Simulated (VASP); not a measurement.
Here is a VASP 6.6.1 calculation.

Contents of INCAR:

```
PREC = Accurate
ENCUT = 520
EDIFF = 1E-6
ISMEAR = 0
SIGMA = 0.15
LREAL = F
LASPH = T
NELM = 80
ALGO = Normal
ISIF = 2
LWAVE = F
LCHARG = F
GGA = PS
NBANDS = 36
```

File KPOINTS:

```
Automatic mesh
0
Gamma
  12 12 8
```

File POSCAR:

```
Ge
1.0
    4.1008171026      0.0000000000      0.0000000000
   -2.0504085513      3.5514117871      0.0000000000
    0.0000000000      0.0000000000      6.4993162329
Ge
4
Direct
    0.0000000000      0.0000000000      0.0711500000
    0.0000000000      0.0000000000      0.5711500000
    0.3333333333      0.6666666667      0.8211500000
    0.6666666667      0.3333333333      0.3211500000
```

Potentials or basis: VASP PAW PBE potentials, release 64 (Ge_d).

The run is started by

```bash
$ cat potpaw_PBE.64/Ge_d/POTCAR > POTCAR
$ mpirun -np 1 vasp_std > vasp.out
```

Question: Estimate the pressure.

Answer: -8.8 GPa.

Question: Predict the band gap on the k mesh.

Answer: Zero (bands 28 and 29 overlap by 3.58 eV).

Stress tensor (GPa, compression positive):
```
-8.24  0.00  0.00
 0.00 -8.24  0.00
 0.00  0.00 -9.87
```

Caveat: the cell differs from its parent crystal (strain +0.080 along x and y, +0.040 along z); the cell stands under tension; the PAW data sets were made with another functional, which shifts forces and pressure a little.
